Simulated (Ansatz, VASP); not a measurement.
# Li2Se in VASP and in Ansatz

```xyz
3
Lattice="0.0000 3.0025 3.0025 3.0025 0.0000 3.0025 3.0025 3.0025 0.0000" Properties=species:S:1:pos:R:3 pbc="T T T"
Li    1.5012    1.5012    1.5012
Li    4.5038    4.5038    4.5038
Se    0.0000    0.0000    0.0000
```

Alike in both runs: task single point; functional LDA; k mesh 6 × 6 × 6; occupations gaussian, width 0.1 eV; no spin polarisation.

|  | VASP | Ansatz |
| --- | --- | --- |
| version | VASP 6.6.1 | Ansatz 0.2.0 |
| potentials or method | VASP PAW LDA potentials, release 64 (Li_sv, Se), cutoff 750 eV | scalar-relativistic, plane waves, PAW |
| valence electrons in the cell | 12 | 22 |

|  | VASP | Ansatz | Ansatz less VASP |
| --- | --- | --- | --- |
| gap on the k mesh at the Fermi level (eV) | 2.81 | 2.81 | +0.004 |
| least direct gap on the mesh (eV) | 3.21 | 3.19 | -0.017 |
| pressure (GPa) | -2.6 | -2.6 | +0.01 |

LDA's correlation is that of Perdew and Zunger in VASP and of Perdew and Wang (1992) in Ansatz. VASP's potentials hold 12 valence electrons a cell and Ansatz's 22, so a difference there can come from the potentials and not from the codes.
